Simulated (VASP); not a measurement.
# SrCl2 (I4/mmm) in VASP: single point with r2SCAN

Aim: the single point of SrCl2 with r2SCAN.

All numbers are computed with VASP 6.6.1; they aren't measurements. Logs are shortened: lines on timing, memory, paths and dates and some standing lists are left out, and cuts for length are marked.

**1. The cell of the first run**

The structure is tetragonal, space group I4/mmm (No. 139). The conventional cell has a = 4.850 Å, b = 4.850 Å, c = 7.201 Å, α = 90.00°, β = 90.00°, γ = 90.00°. Within 4.0 Å of Sr (site symmetry 4/mmm) lie 8 Cl at 3.02 Å. Cl (site symmetry -4m2) has 4 Sr at 3.02 Å and 6 Cl at 3.43 to 3.60 Å within 4.0 Å.

**2. Single point, r2SCAN**

Input file POSCAR:

```
SrCl2
1.0
    0.0000000000      3.4292724257      3.6007360470
    3.4292724257      0.0000000000      3.6007360470
    3.4292724257      3.4292724257      0.0000000000
Sr Cl
1 2
Direct
    0.0000000000      0.0000000000      0.0000000000
    0.2500000000      0.2500000000      0.2500000000
    0.7500000000      0.7500000000      0.7500000000
```

Input file INCAR.step1:

```
SYSTEM = SrCl2
ALGO = Normal ; EDIFF = 1E-4
ENCUT = 520 ; GGA = PE
ISMEAR = 0 ; LASPH = .True.
LCHARG = .False. ; LREAL = .False.
LWAVE = .True. ; NBANDS = 19
NELM = 60 ; PREC = Accurate
SIGMA = 0.05
```

Input file INCAR.step2:

```
SYSTEM = SrCl2
ALGO = Normal ; EDIFF = 1E-6
ENCUT = 520 ; ISIF = 2
ISMEAR = 0 ; ISTART = 1
LASPH = .True. ; LCHARG = .False.
LMIXTAU = .True. ; LREAL = .False.
LWAVE = .False. ; METAGGA = R2SCAN
NBANDS = 19 ; NELM = 60
PREC = Accurate ; SIGMA = 0.05
```

Input file KPOINTS:

```
k-points
0
Gamma
  6 6 6
  0 0 0
```

Potentials or basis: VASP PAW PBE potentials, release 64 (Sr_sv, Cl).

Launch:

```sh
> cat potpaw_PBE.64/Sr_sv/POTCAR potpaw_PBE.64/Cl/POTCAR > POTCAR
> cp INCAR.step1 INCAR
> mpirun -np 1 vasp_std > vasp.out
> cp INCAR.step2 INCAR
> mpirun -np 1 vasp_std > vasp.out
```

OUTCAR:

```text
SYSTEM = SrCl2
   EDIFF = 1E-6
   ENCUT = 520
   ISIF = 2
   ISMEAR = 0
   ISTART = 1
   LASPH = .True.
   LREAL = .False.
   METAGGA = R2SCAN
   NELM = 60
   PREC = Accurate

 ion  position               nearest neighbor table
   1  0.000  0.000  0.000-   2 3.02   3 3.02   3 3.02   3 3.02   3 3.02   2 3.02   2 3.02   2 3.02

   2  0.250  0.250  0.250-   1 3.02   1 3.02   1 3.02   1 3.02
   3  0.750  0.750  0.750-   1 3.02   1 3.02   1 3.02   1 3.02

  LATTYP: Found a body centered tetragonal cell.
 ALAT       =     4.8497235735
 C/A-ratio  =     1.4849242405

  Lattice vectors:

 A1 = (  -3.4292724257,   0.0000000000,   3.6007360470)
 A2 = (   3.4292724257,   0.0000000000,   3.6007360470)
 A3 = (   0.0000000000,   3.4292724257,  -3.6007360470)

Analysis of symmetry for initial positions (statically):
=====================================================================
 Subroutine PRICEL returns:
 Original cell was already a primitive cell.

 Routine SETGRP: Setting up the symmetry group for a
 body centered tetragonal supercell.

 Subroutine GETGRP returns: Found 16 space group operations
 (whereof 16 operations were pure point group operations)
 out of a pool of 16 trial point group operations.

The static configuration has the point symmetry D_4h.

Analysis of symmetry for dynamics (positions and initial velocities):
=====================================================================
 Subroutine PRICEL returns:
 Original cell was already a primitive cell.

 Routine SETGRP: Setting up the symmetry group for a
 body centered tetragonal supercell.

 Subroutine GETGRP returns: Found 16 space group operations
 (whereof 16 operations were pure point group operations)
 out of a pool of 16 trial point group operations.

The dynamic configuration has the point symmetry D_4h.

 Subroutine INISYM returns: Found 16 space group operations
 (whereof 16 operations are pure point group operations),
 and found     1 'primitive' translations

----------------------------------------------------------------------------------------

                                     Primitive cell

  volume of cell :      84.6887

  direct lattice vectors                    reciprocal lattice vectors
     0.000000000  3.429272426  3.600736047    -0.145803523  0.145803523  0.138860498
     3.429272426  0.000000000  3.600736047     0.145803523 -0.145803523  0.138860498
     3.429272426  3.429272426  0.000000000     0.145803523  0.145803523 -0.138860498

[... 85 lines left out ...]
   EDIFF  = 0.1E-05   stopping-criterion for ELM
   LREAL  =      F    real-space projection
   EDIFFG = 0.1E-04   stopping-criterion for IOM
   NSW    =      0    number of steps for IOM
   IBRION =     -1    ionic relax: 0-MD 1-quasi-New 2-CG
   NFREE  =      0    steps in history (QN), initial steepest desc. (CG)
   ISIF   =      2    stress and relaxation
   ISYM   =      2    0-nonsym 1-usesym 2-fastsym
   POTIM  = 0.5000    time-step for ionic-motion
   TEBEG  =    0.0;   TEEND  =   0.0 temperature during run
   PSTRESS=    0.0 pullay stress
   NELECT =      24.0000    total number of electrons
   NUPDOWN=      -1.0000    fix difference up-down
   EMIN   =  10.00;   EMAX   =-10.00  energy-range for DOS
   EFERMI =   0.00;   METHOD = LEGACY
   ISMEAR =     0;   SIGMA  =   0.05  broadening in eV -4-tet -1-fermi 0-gaus
   EFERMI_NEDOS =   21; number of points for ismear=-14 and -15
   IALGO  =     38    algorithm
   IMIX   =      4    mixing-type and parameters
     AMIX     =   0.40;   BMIX     =  1.00
     AMIX_MAG =   1.60;   BMIX_MAG =  1.00
  volume/ion in A,a.u.               =      28.23       190.50
  Fermi-wavevector in a.u.,A,eV,Ry     =   1.075318  2.032056 15.732530  1.156308
  Thomas-Fermi vector in A             =   2.211171
   LORBIT       =      0    0 simple, 1 ext, 2 COOP (PROOUT), +10 PAW based schemes
   METAGGA = R2SCAN    functional components
   LHFCALC =     F    Hartree Fock is set to
   AEXX    =    0.0000 exact exchange contribution
   IVDW    =     0    specifies the selected vdW correction
   LEPSILON=     F    determine dielectric tensor
   LRPA    =     F    only Hartree local field effects (RPA)
 non-spin polarized calculation
 Gauss-broadening in eV      SIGMA  =   0.05
  energy-cutoff  :      520.00
  volume of cell :       84.69
 maximum number of plane-waves:      2304
 NGX is ok and might be reduce to    40
   NGX = 19   NGY = 19   NGZ = 17

 number of electron      24.0000002 magnetization

 Free energy of the ion-electron system (eV)
  ---------------------------------------------------
  ext. energy  EPLUGINS =         0.00000000
  ---------------------------------------------------
  free energy    TOTEN  =       -35.67251039 eV

  energy without entropy =      -35.67251039  energy(sigma->0) =      -35.67251039

 E-fermi :   0.1212     XC(G=0):  -8.7788

 val. band max:       -0.0831619470   @ k =   0.5000   0.0000   0.5000
 cond. band min:       5.6684218831   @ k =   0.0000   0.0000   0.0000
 fundamental gap:      5.7515838301
 Fermi energy:         0.1211837517

 k-point     1 :       0.0000    0.0000    0.0000
  band No.  band energies     occupation
      1     -34.1527      2.00000
      2     -15.5280      2.00000
      3     -15.5280      2.00000
      4     -15.5129      2.00000
      5     -14.0949      2.00000
      6     -13.2030      2.00000
[... 505 lines left out ...]
      6     -13.3349      2.00000
[... 11 lines left out ...]
     18       9.5020      0.00000
     19      10.4555      0.00000

 [... further k-points ...]

------------------------ aborting loop because EDIFF is reached ----------------------------------------

  FORCE on cell =-STRESS in cart. coord.  units (eV):
  Direction    XX          YY          ZZ          XY          YZ          ZX
  --------------------------------------------------------------------------------------
  -------------------------------------------------------------------------------------
  Total        0.7091190      0.7091190     -0.6928830      0.0000000      0.0000000      0.0000000
  in kB       13.4154250     13.4154250    -13.1082653      0.0000000      0.0000000      0.0000000
  external PRESSURE =       4.5741949 kB  Pullay stress =       0.0000000 kB

 VOLUME and BASIS-vectors are now :
 -----------------------------------------------------------------------------
  energy-cutoff  :      520.00
  volume of cell :       84.69
      direct lattice vectors                 reciprocal lattice vectors
     0.000000000  3.429272426  3.600736047    -0.145803523  0.145803523  0.138860498
     3.429272426  0.000000000  3.600736047     0.145803523 -0.145803523  0.138860498
     3.429272426  3.429272426  0.000000000     0.145803523  0.145803523 -0.138860498

 POSITION                                       TOTAL-FORCE (eV/Angst)
 -----------------------------------------------------------------------------------
      0.00000      0.00000      0.00000         0.000000      0.000000      0.000000
      1.71464      1.71464      1.80037         0.000000      0.000000      0.000000
      5.14391      5.14391      5.40110        -0.000000     -0.000000     -0.000000
 -----------------------------------------------------------------------------------
    total drift:                               -0.000000     -0.000000      0.000000

  FREE ENERGIE OF THE ION-ELECTRON SYSTEM (eV)
  ---------------------------------------------------
  free  energy   TOTEN  =       -35.6725103922 eV

  energy  without entropy=      -35.6725103922  energy(sigma->0) =      -35.67251039
```

Wall time 2.2 min (1 thread of Intel Xeon Platinum 8488C (Sapphire Rapids), shared host); peak memory 0.26 GiB.

Results:

```
Free energy            : -35.6725 eV
Pressure               : 0.5 GPa
Band gap on the k mesh : 5.75 eV (least direct gap 5.85 eV)
```

Stress tensor (GPa, compression positive):
```
 1.34  0.00  0.00
 0.00  1.34  0.00
 0.00  0.00 -1.31
```

Caveat: the PAW data sets were made with another functional, which shifts forces and pressure a little.
